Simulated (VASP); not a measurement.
# ReOF3 in VASP: single point with PBE

Aim: the single point of ReOF3 with PBE.

All numbers are computed with VASP 6.6.1; they aren't measurements. Logs are shortened: lines on timing, memory, paths and dates and some standing lists are left out, and cuts for length are marked.

### 1 The cell of the first run

The cell holds a molecule in a box, 5 atoms: a = 12.480 Å, b = 12.550 Å, c = 9.920 Å, α = 90.00°, β = 90.00°, γ = 90.00°.

### 2 Single point, PBE, non-collinear spin, zero start, spin-orbit coupling

Input file INCAR:

```
PREC = Accurate
ENCUT = 520
EDIFF = 1E-6
ISMEAR = 0
SIGMA = 0.01
LREAL = F
LASPH = T
NELM = 150
ALGO = Normal
ISIF = 2
LWAVE = F
LCHARG = F
MAGMOM = 0 0 0 0 0 0 0 0 0 0 0 0 0 0 0
LORBIT = 11
LSORBIT = T
GGA_COMPAT = F
LORBMOM = T
LMAXMIX = 4
GGA = PE
NBANDS = 49
```

Input file KPOINTS:

```
regular mesh
0
Gamma
  1 1 1
```

Input file POSCAR:

```
ReOF3
1.0
   12.4800000000      0.0000000000      0.0000000000
    0.0000000000     12.5500000000      0.0000000000
    0.0000000000      0.0000000000      9.9200000000
Re O F
1 1 3
Direct
    0.5077724400      0.4998207200      0.5015403200
    0.6390825300      0.4998207200      0.5461068500
    0.4973036900      0.6410757000      0.4536290300
    0.3605769200      0.4998207200      0.5440453600
    0.4973036900      0.3585657400      0.4536290300
```

Potentials or basis: VASP PAW PBE potentials, release 64 (Re, O, F).

Started as:

```bash
$ cat potpaw_PBE.64/Re/POTCAR potpaw_PBE.64/O/POTCAR potpaw_PBE.64/F/POTCAR > POTCAR
$ mpirun -np 1 vasp_ncl > vasp.out
```

OUTCAR:

```text
PREC = Accurate
   ENCUT = 520
   EDIFF = 1E-6
   ISMEAR = 0
   LREAL = F
   LASPH = T
   NELM = 150
   ISIF = 2
   LORBIT = 11
   LSORBIT = T
   GGA = PE

 ion  position               nearest neighbor table
   1  0.508  0.500  0.502-   2 1.70   3 1.84   5 1.84   4 1.88
   2  0.639  0.500  0.546-   1 1.70
   3  0.497  0.641  0.454-   1 1.84
   4  0.361  0.500  0.544-   1 1.88
   5  0.497  0.359  0.454-   1 1.84

  LATTYP: Found a simple orthorhombic cell.
 ALAT       =     9.9200000000
 B/A-ratio  =     1.2580645161
 C/A-ratio  =     1.2651209677

  Lattice vectors:

 A1 = (   0.0000000000,   0.0000000000,   9.9200000000)
 A2 = (  12.4800000000,   0.0000000000,   0.0000000000)
 A3 = (   0.0000000000,  12.5500000000,   0.0000000000)

Analysis of symmetry for initial positions (statically):
=====================================================================
 Subroutine PRICEL returns:
 Original cell was already a primitive cell.

 Routine SETGRP: Setting up the symmetry group for a
 simple orthorhombic supercell.

 Subroutine GETGRP returns: Found  2 space group operations
 (whereof  1 operations were pure point group operations)
 out of a pool of  8 trial point group operations.

The static configuration has the point symmetry C_1 .
 The point group associated with its full space group is C_1h.

Analysis of symmetry for dynamics (positions and initial velocities):
=====================================================================
 Subroutine PRICEL returns:
 Original cell was already a primitive cell.

 Routine SETGRP: Setting up the symmetry group for a
 simple orthorhombic supercell.

 Subroutine GETGRP returns: Found  2 space group operations
 (whereof  1 operations were pure point group operations)
 out of a pool of  8 trial point group operations.

The dynamic configuration has the point symmetry C_1 .
 The point group associated with its full space group is C_1h.

Analysis of structural, dynamic, and magnetic symmetry:
=====================================================================
 Subroutine PRICEL returns:
 Original cell was already a primitive cell.

 Routine SETGRP: Setting up the symmetry group for a
 simple orthorhombic supercell.

 Subroutine GETGRP returns: Found  2 space group operations
 (whereof  1 operations were pure point group operations)
 out of a pool of  8 trial point group operations.

The overall configuration has the point symmetry C_1 .
 The point group associated with its full space group is C_1h.

 Subroutine INISYM returns: Found  2 space group operations
 (whereof  1 operations are pure point group operations),
 and found     1 'primitive' translations

----------------------------------------------------------------------------------------

                                     Primitive cell

  volume of cell :    1553.7101

  direct lattice vectors                    reciprocal lattice vectors
    12.480000000  0.000000000  0.000000000     0.080128205  0.000000000  0.000000000
     0.000000000 12.550000000  0.000000000     0.000000000  0.079681275  0.000000000
     0.000000000  0.000000000  9.920000000     0.000000000  0.000000000  0.100806452

  length of vectors
    12.480000000 12.550000000  9.920000000     0.080128205  0.079681275  0.100806452

  position of ions in fractional coordinates (direct lattice)
     0.507772440  0.499820720  0.501540320
     0.639082530  0.499820720  0.546106850
     0.497303690  0.641075700  0.453629030
     0.360576920  0.499820720  0.544045360
     0.497303690  0.358565740  0.453629030

  ion indices of the primitive-cell ions
   primitive index   ion index
                 1           1
                 2           2
                 3           3
                 4           4
                 5           5

----------------------------------------------------------------------------------------

 KPOINTS: regular mesh

Automatic generation of k-mesh.
 Grid dimensions read from file:
 generate k-points for:    1    1    1

 Generating k-lattice:

  Cartesian coordinates                     Fractional coordinates (reciprocal lattice)
     0.080128205  0.000000000  0.000000000     1.000000000  0.000000000  0.000000000
     0.000000000  0.079681275  0.000000000     0.000000000  1.000000000  0.000000000
     0.000000000  0.000000000  0.100806452     0.000000000  0.000000000  1.000000000

[... 47 lines left out ...]
   ISMEAR =     0;   SIGMA  =   0.01  broadening in eV -4-tet -1-fermi 0-gaus
   EFERMI_NEDOS =   21; number of points for ismear=-14 and -15
   IALGO  =     38    algorithm
   IMIX   =      4    mixing-type and parameters
     AMIX     =   0.40;   BMIX     =  1.00
     AMIX_MAG =   1.60;   BMIX_MAG =  1.00
  volume/ion in A,a.u.               =     310.74      2096.99
  Fermi-wavevector in a.u.,A,eV,Ry     =   0.457908  0.865320  2.852860  0.209679
  Thomas-Fermi vector in A             =   1.442922
   LORBIT       =     11    0 simple, 1 ext, 2 COOP (PROOUT), +10 PAW based schemes
   GGA     = PE    functional components
   LHFCALC =     F    Hartree Fock is set to
   AEXX    =    0.0000 exact exchange contribution
   IVDW    =     0    specifies the selected vdW correction
   LEPSILON=     F    determine dielectric tensor
   LRPA    =     F    only Hartree local field effects (RPA)
 Gauss-broadening in eV      SIGMA  =   0.01
  energy-cutoff  :      520.00
  volume of cell :     1553.71
 maximum number of plane-waves:     83634
 NGX is ok and might be reduce to    96
   NGX = 47   NGY = 47   NGZ = 37

 number of electron      34.0000000 magnetization       0.0000000      0.0000000      0.0000000

 number of electron      34.0000000 magnetization       0.0000000      0.0686215     -0.0000000

 number of electron      34.0000000 magnetization      -0.0000000      0.0044982     -0.0000000

 Free energy of the ion-electron system (eV)
  ---------------------------------------------------
  ext. energy  EPLUGINS =         0.00000000
  ---------------------------------------------------
  free energy    TOTEN  =       -31.00556809 eV

  energy without entropy =      -31.00556809  energy(sigma->0) =      -31.00556809

 E-fermi :  -6.2513     XC(G=0):  -0.8525

 val. band max:       -6.3699954395   @ k =   0.0000   0.0000   0.0000
 cond. band min:      -5.3941825060   @ k =   0.0000   0.0000   0.0000
 fundamental gap:      0.9758129335
 Fermi energy:        -6.2513009458

 k-point     1 :       0.0000    0.0000    0.0000
  band No.  band energies     occupation
      1     -30.5068      1.00000
      2     -30.5064      1.00000
      3     -29.9508      1.00000
      4     -29.9504      1.00000
      5     -29.4490      1.00000
      6     -29.4488      1.00000
[... 38 lines left out ...]
     45       0.3287      0.00000
     46       0.3330      0.00000
 [bands above 46 left out]

------------------------ aborting loop because EDIFF is reached ----------------------------------------

  FORCE on cell =-STRESS in cart. coord.  units (eV):
  Direction    XX          YY          ZZ          XY          YZ          ZX
  --------------------------------------------------------------------------------------
  -------------------------------------------------------------------------------------
  Total        0.8024441      1.3329616      0.0801510      0.0000000      0.0000000      0.1074964
  in kB        0.8274759      1.3745427      0.0826512      0.0000000      0.0000000      0.1108497
  external PRESSURE =       0.7615566 kB  Pullay stress =       0.0000000 kB

 VOLUME and BASIS-vectors are now :
 -----------------------------------------------------------------------------
  energy-cutoff  :      520.00
  volume of cell :     1553.71
      direct lattice vectors                 reciprocal lattice vectors
    12.480000000  0.000000000  0.000000000     0.080128205  0.000000000  0.000000000
     0.000000000 12.550000000  0.000000000     0.000000000  0.079681275  0.000000000
     0.000000000  0.000000000  9.920000000     0.000000000  0.000000000  0.100806452

 POSITION                                       TOTAL-FORCE (eV/Angst)
 -----------------------------------------------------------------------------------
      6.33700      6.27275      4.97528         0.290476      0.000000     -0.033564
      7.97575      6.27275      5.41738         0.248744      0.000000      0.176735
      6.20635      8.04550      4.50000        -0.125242      0.424088     -0.130538
      4.50000      6.27275      5.39693        -0.288735      0.000000      0.117906
      6.20635      4.50000      4.50000        -0.125242     -0.424088     -0.130538
 -----------------------------------------------------------------------------------
    total drift:                                0.000558     -0.000076     -0.000528

  FREE ENERGIE OF THE ION-ELECTRON SYSTEM (eV)
  ---------------------------------------------------
  free  energy   TOTEN  =       -31.0055680878 eV

  energy  without entropy=      -31.0055680878  energy(sigma->0) =      -31.00556809

 orbital moment (x)

 # of ion     p       d       tot
 ----------------------------------------
  1         0.000   0.000   0.000
  2         0.000   0.000   0.000
  3        -0.000   0.000  -0.000
  4         0.000   0.000   0.000
  5         0.000   0.000   0.000
 ----------------------------------------
            0.000   0.000   0.000

 orbital moment (y)

 # of ion     p       d       tot
 ----------------------------------------
  1        -0.000   0.000   0.000
  2         0.000   0.000   0.000
  3        -0.000   0.000  -0.000
  4        -0.000   0.000  -0.000
  5        -0.000   0.000  -0.000
 ----------------------------------------
           -0.000   0.000   0.000

 orbital moment (z)

 # of ion     p       d       tot
 ----------------------------------------
  1         0.000  -0.000  -0.000
  2         0.000   0.000   0.000
  3        -0.000   0.000  -0.000
  4         0.000   0.000   0.000
  5         0.000   0.000   0.000
 ----------------------------------------
            0.000  -0.000  -0.000

 Spin-Orbit-Coupling matrix elements

 Ion:    1  E_soc:     -0.7568932
 l=   1
     0.0000000    -0.0261436    -0.0356373
    -0.0261436     0.0000000    -0.0334716
    -0.0356373    -0.0334716     0.0000000
 l=   2
     0.0000000    -0.0085246     0.0000000    -0.0098948    -0.0278414
    -0.0085246     0.0000000    -0.1342394    -0.0170007    -0.0126169
     0.0000000    -0.1342394     0.0000000    -0.0681097     0.0000000
    -0.0098948    -0.0170007    -0.0681097     0.0000000    -0.0049666
    -0.0278414    -0.0126169     0.0000000    -0.0049666     0.0000000
 l=   3
     0.0000000     0.0000000     0.0000000     0.0000000     0.0000000     0.0000000     0.0000000
     0.0000000     0.0000000     0.0000000     0.0000000     0.0000000     0.0000000     0.0000000
     0.0000000     0.0000000     0.0000000     0.0000000     0.0000000     0.0000000     0.0000000
     0.0000000     0.0000000     0.0000000     0.0000000     0.0000000     0.0000000     0.0000000
[... 69 lines left out ...]
 l=   2
     0.0000000     0.0000000     0.0000000     0.0000000     0.0000000
     0.0000000     0.0000000     0.0000000     0.0000000     0.0000000
     0.0000000     0.0000000     0.0000000     0.0000000     0.0000000
     0.0000000     0.0000000     0.0000000     0.0000000     0.0000000
     0.0000000     0.0000000     0.0000000     0.0000000     0.0000000
 l=   3
     0.0000000     0.0000000     0.0000000     0.0000000     0.0000000     0.0000000     0.0000000
     0.0000000     0.0000000     0.0000000     0.0000000     0.0000000     0.0000000     0.0000000
     0.0000000     0.0000000     0.0000000     0.0000000     0.0000000     0.0000000     0.0000000
     0.0000000     0.0000000     0.0000000     0.0000000     0.0000000     0.0000000     0.0000000
     0.0000000     0.0000000     0.0000000     0.0000000     0.0000000     0.0000000     0.0000000
     0.0000000     0.0000000     0.0000000     0.0000000     0.0000000     0.0000000     0.0000000
     0.0000000     0.0000000     0.0000000     0.0000000     0.0000000     0.0000000     0.0000000

 total charge

# of ion       s       p       d       tot
------------------------------------------
    1        0.717   0.779   4.614   6.110
    2        1.605   3.328   0.000   4.933
    3        1.749   4.299   0.000   6.048
    4        1.748   4.305   0.000   6.053
    5        1.749   4.299   0.000   6.048
--------------------------------------------------
tot          7.569  17.011   4.614  29.193

 magnetization (x)

# of ion       s       p       d       tot
------------------------------------------
    1        0.000   0.000   0.000   0.000
    2        0.000   0.000   0.000   0.000
    3       -0.000  -0.001   0.000  -0.001
    4        0.000   0.000   0.000   0.000
    5        0.000   0.001   0.000   0.001
--------------------------------------------------
tot          0.000   0.000   0.000   0.000

 magnetization (y)

# of ion       s       p       d       tot
------------------------------------------
    1        0.000   0.000   0.003   0.003
    2       -0.000  -0.000   0.000  -0.000
    3        0.000   0.000   0.000   0.000
    4        0.000   0.000   0.000   0.000
    5        0.000   0.000   0.000   0.000
--------------------------------------------------
tot          0.000   0.001   0.003   0.004

 magnetization (z)

# of ion       s       p       d       tot
------------------------------------------
    1        0.000   0.000   0.000   0.000
    2        0.000   0.000   0.000   0.000
    3       -0.000  -0.000   0.000  -0.000
    4        0.000   0.000   0.000   0.000
    5        0.000   0.000   0.000   0.000
--------------------------------------------------
tot          0.000   0.000   0.000   0.000
```

Run time: 14 min. Hardware: 1 thread of Intel Xeon 6975P-C (Granite Rapids), shared host; peak memory 4 GiB.

Results:

- Free energy: -31.0056 eV
- Largest force: 0.461 eV/Å
- Net moment: 0.00 μB per cell
- Valence electrons inside the program's atomic spheres: Re 6.11; O 4.93; F 6.05

Forces on the atoms (eV/Å):
```
Re   0.290  0.000 -0.034
O    0.249  0.000  0.177
F   -0.125  0.424 -0.131
F   -0.289  0.000  0.118
F   -0.125 -0.424 -0.131
```

Moments on the atoms (μB; x, y, z):
```
Re  0.00 0.00 0.00
O   0.00 0.00 0.00
F   0.00 0.00 0.00
F   0.00 0.00 0.00
F   0.00 0.00 0.00
```
